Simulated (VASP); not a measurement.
# Al3BN2 (R-3m) in VASP: a series of runs

The runs below take Al3BN2 through single point, with PBE.

Program: VASP 6.6.1. These are calculated values, not measurements. Logs are shortened: lines on timing, memory, paths and dates and some standing lists are left out, and cuts for length are marked.

## 1. The cell of the first run

The structure is trigonal, space group R-3m (No. 166). Conventional cell: a = 4.776 Å, b = 4.776 Å, c = 11.476 Å, α = 90.00°, β = 90.00°, γ = 120.00°. Al (site symmetry 3m) has 1 N at 1.82 Å within 2.4 Å. Within 3.4 Å of Al (site symmetry -3m) lie 8 Al at 2.57 to 3.03 Å and 6 N at 2.81 Å and 6 B at 3.36 Å. Within 1.8 Å of B (site symmetry -3m) lie 2 N at 1.35 Å. N (site symmetry 3m) has 1 B at 1.35 Å within 1.8 Å.

## 2. Single point, PBE

File INCAR:

```
PREC = Accurate ; ENCUT = 600
EDIFF = 1E-6 ; ISMEAR = 0
SIGMA = 0.15 ; LREAL = False
LASPH = True ; NELM = 120
ALGO = Normal ; ISIF = 2
LWAVE = False ; LCHARG = False
GGA = PE ; NBANDS = 20
GGA_COMPAT = False
```

File KPOINTS:

```
regular mesh
0
Gamma
  3 3 3
```

File POSCAR:

```
Al3BN2
1.0
    2.3878572255      1.3786300137      3.8254313398
   -2.3878572255      1.3786300137      3.8254313398
    0.0000000000     -2.7572600221      3.8254313418
Al B N
3 1 2
Direct
    0.7758271751      0.7758271751      0.7758271751
    0.2241728249      0.2241728249      0.2241728249
    0.0000000000      0.0000000000      0.0000000000
    0.5000000000      0.5000000000      0.5000000000
    0.3825721447      0.3825721447      0.3825721447
    0.6174278553      0.6174278553      0.6174278553
```

Potentials or basis: VASP PAW PBE potentials, release 64 (Al, B, N).

Command:

```sh
cat potpaw_PBE.64/Al/POTCAR potpaw_PBE.64/B/POTCAR potpaw_PBE.64/N/POTCAR > POTCAR
mpirun -np 1 vasp_std > vasp.out
```

OUTCAR:

```text
PREC = Accurate
   ENCUT = 600
   EDIFF = 1E-6
   ISMEAR = 0
   LREAL = False
   LASPH = True
   NELM = 120
   ISIF = 2
   GGA = PE

 ion  position               nearest neighbor table
   1  0.776  0.776  0.776-   6 1.82   3 2.57   3 3.03   3 3.03   3 3.03   2 3.06   2 3.06   2 3.06

   2  0.224  0.224  0.224-   5 1.82   3 2.57   3 3.03   3 3.03   3 3.03   1 3.06   1 3.06   1 3.06

   3  0.000  0.000  0.000-   1 2.57   2 2.57   1 3.03   1 3.03   2 3.03   2 3.03   1 3.03   2 3.03

   4  0.500  0.500  0.500-   5 1.35   6 1.35
   5  0.383  0.383  0.383-   4 1.35   2 1.82
   6  0.617  0.617  0.617-   4 1.35   1 1.82

  LATTYP: Found a trigonal (rhomboedric) cell.
 ALAT       =     4.7155495734
 COS(alpha) =     0.4871597800

  Lattice vectors:

 A1 = (   2.3878572255,   1.3786300137,   3.8254313398)
 A2 = (  -2.3878572255,   1.3786300137,   3.8254313398)
 A3 = (   0.0000000000,  -2.7572600221,   3.8254313418)

Analysis of symmetry for initial positions (statically):
=====================================================================
 Subroutine PRICEL returns:
 Original cell was already a primitive cell.

 Routine SETGRP: Setting up the symmetry group for a
 trigonal (rhombohedral) supercell.

 Subroutine GETGRP returns: Found 12 space group operations
 (whereof 12 operations were pure point group operations)
 out of a pool of 12 trial point group operations.

The static configuration has the point symmetry D_3d.

Analysis of symmetry for dynamics (positions and initial velocities):
=====================================================================
 Subroutine PRICEL returns:
 Original cell was already a primitive cell.

 Routine SETGRP: Setting up the symmetry group for a
 trigonal (rhombohedral) supercell.

 Subroutine GETGRP returns: Found 12 space group operations
 (whereof 12 operations were pure point group operations)
 out of a pool of 12 trial point group operations.

The dynamic configuration has the point symmetry D_3d.

 Subroutine INISYM returns: Found 12 space group operations
 (whereof 12 operations are pure point group operations),
 and found     1 'primitive' translations

----------------------------------------------------------------------------------------

                                     Primitive cell

  volume of cell :      75.5593
[... 78 lines left out ...]
   EDIFF  = 0.1E-05   stopping-criterion for ELM
   LREAL  =      F    real-space projection
   EDIFFG = 0.1E-04   stopping-criterion for IOM
   NSW    =      0    number of steps for IOM
   IBRION =     -1    ionic relax: 0-MD 1-quasi-New 2-CG
   NFREE  =      0    steps in history (QN), initial steepest desc. (CG)
   ISIF   =      2    stress and relaxation
   ISYM   =      2    0-nonsym 1-usesym 2-fastsym
   POTIM  = 0.5000    time-step for ionic-motion
   TEBEG  =    0.0;   TEEND  =   0.0 temperature during run
   PSTRESS=    0.0 pullay stress
   NELECT =      22.0000    total number of electrons
   NUPDOWN=      -1.0000    fix difference up-down
   EMIN   =  10.00;   EMAX   =-10.00  energy-range for DOS
   EFERMI =   0.00;   METHOD = LEGACY
   ISMEAR =     0;   SIGMA  =   0.15  broadening in eV -4-tet -1-fermi 0-gaus
   EFERMI_NEDOS =   21; number of points for ismear=-14 and -15
   IALGO  =     38    algorithm
   IMIX   =      4    mixing-type and parameters
     AMIX     =   0.40;   BMIX     =  1.00
     AMIX_MAG =   1.60;   BMIX_MAG =  1.00
  volume/ion in A,a.u.               =      12.59        84.98
  Fermi-wavevector in a.u.,A,eV,Ry     =   1.085058  2.050463 16.018845  1.177352
  Thomas-Fermi vector in A             =   2.221163
   LORBIT       =      0    0 simple, 1 ext, 2 COOP (PROOUT), +10 PAW based schemes
   GGA     = PE    functional components
   LHFCALC =     F    Hartree Fock is set to
   AEXX    =    0.0000 exact exchange contribution
   IVDW    =     0    specifies the selected vdW correction
   LEPSILON=     F    determine dielectric tensor
   LRPA    =     F    only Hartree local field effects (RPA)
 non-spin polarized calculation
 Gauss-broadening in eV      SIGMA  =   0.15
  energy-cutoff  :      600.00
  volume of cell :       75.56
 maximum number of plane-waves:      2571
 NGX is ok and might be reduce to    40
   NGX = 19   NGY = 19   NGZ = 19

 number of electron      22.0000000 magnetization

 Free energy of the ion-electron system (eV)
  ---------------------------------------------------
  ext. energy  EPLUGINS =         0.00000000
  ---------------------------------------------------
  free energy    TOTEN  =       -33.90650127 eV

  energy without entropy =      -33.87183993  energy(sigma->0) =      -33.88917060

 E-fermi :   6.9755     XC(G=0): -10.4037

 val. band max:        6.9529053510   @ k =  -0.3333   0.3333   0.3333
 cond. band min:       7.0460406922   @ k =  -0.3333   0.3333   0.3333
 fundamental gap:      0.0931353412
 Fermi energy:         6.9755269703

 k-point     1 :       0.0000    0.0000    0.0000
  band No.  band energies     occupation
      1     -10.2982      2.00000
      2      -8.7488      2.00000
      3      -1.4005      2.00000
      4      -0.0708      2.00000
      5       0.1705      2.00000
      6       1.7412      2.00000
[... 127 lines left out ...]
     19      13.6059      0.00000
     20      14.3592      0.00000

------------------------ aborting loop because EDIFF is reached ----------------------------------------

  FORCE on cell =-STRESS in cart. coord.  units (eV):
  Direction    XX          YY          ZZ          XY          YZ          ZX
  --------------------------------------------------------------------------------------
  -------------------------------------------------------------------------------------
  Total       -0.2568307     -0.2568307     -0.0311361      0.0000000      0.0000000      0.0000000
  in kB       -5.4459006     -5.4459006     -0.6602171      0.0000000      0.0000000      0.0000000
  external PRESSURE =      -3.8506728 kB  Pullay stress =       0.0000000 kB

 VOLUME and BASIS-vectors are now :
 -----------------------------------------------------------------------------
  energy-cutoff  :      600.00
  volume of cell :       75.56
      direct lattice vectors                 reciprocal lattice vectors
     2.387857225  1.378630014  3.825431340     0.209392754  0.120892963  0.087136143
    -2.387857225  1.378630014  3.825431340    -0.209392754  0.120892963  0.087136143
     0.000000000 -2.757260022  3.825431342     0.000000000 -0.241785925  0.087136143

 POSITION                                       TOTAL-FORCE (eV/Angst)
 -----------------------------------------------------------------------------------
      0.00000      0.00000      8.90362        -0.000000      0.000000      0.006405
      0.00000      0.00000      2.57267        -0.000000     -0.000000     -0.006405
      0.00000      0.00000      0.00000        -0.000000      0.000000      0.000000
      0.00000      0.00000      5.73815         0.000000      0.000000      0.000000
      0.00000      0.00000      4.39051        -0.000000      0.000000      0.010527
      0.00000      0.00000      7.08578        -0.000000     -0.000000     -0.010527
 -----------------------------------------------------------------------------------
    total drift:                               -0.000000      0.000000     -0.000000

  FREE ENERGIE OF THE ION-ELECTRON SYSTEM (eV)
  ---------------------------------------------------
  free  energy   TOTEN  =       -33.9065012681 eV

  energy  without entropy=      -33.8718399315  energy(sigma->0) =      -33.88917060
```

OSZICAR:

```text
N       E                     dE             d eps       ncg     rms          rms(c)
DAV:   1     0.681791754473E+02    0.68179E+02   -0.10162E+04   240   0.105E+03
DAV:   2    -0.306000106412E+02   -0.98779E+02   -0.94020E+02   296   0.188E+02
DAV:   3    -0.385054427955E+02   -0.79054E+01   -0.78360E+01   296   0.572E+01
DAV:   4    -0.385839169067E+02   -0.78474E-01   -0.78425E-01   280   0.634E+00
DAV:   5    -0.385848591785E+02   -0.94227E-03   -0.94224E-03   300   0.719E-01    0.123E+01
DAV:   6    -0.341163864815E+02    0.44685E+01   -0.16973E+01   316   0.276E+01    0.562E+00
DAV:   7    -0.339723645140E+02    0.14402E+00   -0.16118E+00   256   0.863E+00    0.323E+00
DAV:   8    -0.339171791964E+02    0.55185E-01   -0.26357E-01   296   0.312E+00    0.844E-01
DAV:   9    -0.339072539181E+02    0.99253E-02   -0.47981E-02   324   0.142E+00    0.365E-01
DAV:  10    -0.339064518676E+02    0.80205E-03   -0.59856E-03   308   0.554E-01    0.135E-01
DAV:  11    -0.339064984854E+02   -0.46618E-04   -0.43572E-04   288   0.145E-01    0.645E-02
DAV:  12    -0.339065012606E+02   -0.27752E-05   -0.21221E-05   300   0.326E-02    0.126E-02
DAV:  13    -0.339065012681E+02   -0.75090E-08   -0.59267E-06   304   0.161E-02
   1 F= -.33906501E+02 E0= -.33889171E+02  d E =-.346613E-01
```

Wall time 26 s (1 thread of Intel Xeon 8259CL, shared host); peak memory 0.23 GiB.

What came out:

- Free energy: -33.9065 eV
- Pressure: -0.4 GPa
- Largest force: 0.011 eV/Å
- Band gap on the k mesh: zero (band 11 reaches 7.81 eV, above the bottom of band 12 at 6.19 eV)

Forces in eV/Å, atoms in the order of the input:
```
Al   0.000  0.000  0.006
Al   0.000  0.000 -0.006
Al   0.000  0.000  0.000
B    0.000  0.000  0.000
N    0.000  0.000  0.011
N    0.000  0.000 -0.011
```

Caveat: the k points lie up to 0.54 Å⁻¹ apart.

## 3. Single point, PBE

This run uses another cell than the first one, of 13.06 Å³/atom, 1.037 times its volume.

File INCAR:

```
PREC = Accurate ; ENCUT = 600
EDIFF = 1E-6 ; ISMEAR = 0
SIGMA = 0.15 ; LREAL = False
LASPH = True ; NELM = 120
ALGO = Normal ; ISIF = 2
LWAVE = False ; LCHARG = True
GGA = PE ; LELF = True
LVHAR = True ; NBANDS = 20
GGA_COMPAT = False
```

KPOINTS is that of step 2.

File POSCAR:

```
Al3BN2
1.0
    2.8979164789      1.6731128604      2.6943839690
   -2.8979164789      1.6731128604      2.6943839690
    0.0000000000     -3.3462257172      2.6943839712
Al B N
3 1 2
Direct
    0.0000000000      0.5000000000      0.0000000000
    0.5000000000      0.0000000000      0.0000000000
    0.0000000000      0.0000000000      0.5000000000
    0.0000000000      0.0000000000      0.0000000000
    0.7231675646      0.7231675646      0.7231675646
    0.2768324354      0.2768324354      0.2768324354
```

Potentials or basis: VASP PAW PBE potentials, release 64 (Al, B, N).

Command:

```sh
cat potpaw_PBE.64/Al/POTCAR potpaw_PBE.64/B/POTCAR potpaw_PBE.64/N/POTCAR > POTCAR
mpirun -np 1 vasp_std > vasp.out
```

OUTCAR:

```text
PREC = Accurate
   ENCUT = 600
   EDIFF = 1E-6
   ISMEAR = 0
   LREAL = False
   LASPH = True
   NELM = 120
   ISIF = 2
   GGA = PE

 ion  position               nearest neighbor table
   1  0.000  0.500  0.000-   5 1.90   6 1.90   4 2.15   4 2.15   2 2.90   2 2.90   3 2.90   3 2.90
                             3 3.17   3 3.17   2 3.17   2 3.17
   2  0.500  0.000  0.000-   5 1.90   6 1.90   4 2.15   4 2.15   1 2.90   1 2.90   3 2.90   3 2.90
                             3 3.17   3 3.17   1 3.17   1 3.17
   3  0.000  0.000  0.500-   5 1.90   6 1.90   4 2.15   4 2.15   2 2.90   1 2.90   1 2.90   2 2.90
                             1 3.17   1 3.17   2 3.17   2 3.17
   4  0.000  0.000  0.000-   3 2.15   3 2.15   1 2.15   2 2.15   1 2.15   2 2.15
   5  0.723  0.723  0.723-   1 1.90   2 1.90   3 1.90
   6  0.277  0.277  0.277-   1 1.90   2 1.90   3 1.90

  LATTYP: Found a trigonal (rhomboedric) cell.
 ALAT       =     4.2961531089
 COS(alpha) =     0.0899982586

  Lattice vectors:

 A1 = (   2.8979164789,   1.6731128604,   2.6943839690)
 A2 = (  -2.8979164789,   1.6731128604,   2.6943839690)
 A3 = (   0.0000000000,  -3.3462257172,   2.6943839712)

Analysis of symmetry for initial positions (statically):
[... 166 lines left out ...]
 cond. band min:       7.2661297328   @ k =   0.3333   0.3333   0.0000
 fundamental gap:      2.0552551685
 Fermi energy:         5.9055075865

 k-point     1 :       0.0000    0.0000    0.0000
  band No.  band energies     occupation
      1      -9.9132      2.00000
      2      -8.5669      2.00000
      3      -1.7387      2.00000
      4       0.6172      2.00000
      5       0.6172      2.00000
      6       1.8200      2.00000
[... 127 lines left out ...]
     19      13.5007      0.00000
     20      14.7676      0.00000

------------------------ aborting loop because EDIFF is reached ----------------------------------------

  FORCE on cell =-STRESS in cart. coord.  units (eV):
  Direction    XX          YY          ZZ          XY          YZ          ZX
  --------------------------------------------------------------------------------------
  -------------------------------------------------------------------------------------
  Total        0.2447813      0.2447813     -0.0379449      0.0000000     -0.0000000      0.0000000
  in kB        5.0034198      5.0034198     -0.7756079      0.0000000     -0.0000000      0.0000000
  external PRESSURE =       3.0770773 kB  Pullay stress =       0.0000000 kB

 VOLUME and BASIS-vectors are now :
 -----------------------------------------------------------------------------
  energy-cutoff  :      600.00
  volume of cell :       78.38
      direct lattice vectors                 reciprocal lattice vectors
     2.897916479  1.673112860  2.694383969     0.172537754  0.099614719  0.123714117
    -2.897916479  1.673112860  2.694383969    -0.172537754  0.099614719  0.123714117
     0.000000000 -3.346225717  2.694383971     0.000000000 -0.199229437  0.123714117

 POSITION                                       TOTAL-FORCE (eV/Angst)
 -----------------------------------------------------------------------------------
     -1.44896      0.83656      1.34719        -0.000000     -0.000000      0.000000
      1.44896      0.83656      1.34719        -0.000000      0.000000     -0.000000
      0.00000     -1.67311      1.34719         0.000000      0.000000      0.000000
      0.00000      0.00000      0.00000         0.000000      0.000000      0.000000
      0.00000      0.00000      5.84547         0.000000     -0.000000     -0.015219
      0.00000      0.00000      2.23768         0.000000      0.000000      0.015219
 -----------------------------------------------------------------------------------
    total drift:                                0.000000      0.000000     -0.000000

  FREE ENERGIE OF THE ION-ELECTRON SYSTEM (eV)
  ---------------------------------------------------
  free  energy   TOTEN  =       -33.8555941573 eV

  energy  without entropy=      -33.8555941573  energy(sigma->0) =      -33.85559416
```

Run time: 22 s. Hardware: 1 thread of Intel Xeon 8259CL, shared host; peak memory 0.19 GiB.

Results:

- Free energy: -33.8556 eV
- Pressure: 0.3 GPa
- Largest force: 0.015 eV/Å
- Band gap on the k mesh: 2.06 eV, indirect (least direct gap 2.13 eV)

Forces in eV/Å, atoms in the order of the input:
```
Al   0.000  0.000  0.000
Al   0.000  0.000  0.000
Al   0.000  0.000  0.000
B    0.000  0.000  0.000
N    0.000  0.000 -0.015
N    0.000  0.000  0.015
```

Levels at points of the mesh, in eV from the valence-band top:
```csv
k point,band 7,band 8,band 9,band 10,band 11,band 12,band 13,band 14,band 15,band 16
"(0.00, 0.00, 0.00)",-2.89,-2.89,-2.47,-2.47,-2.30,3.10,3.56,5.10,5.10,5.41
```

Caveat: the k points lie up to 0.49 Å⁻¹ apart.
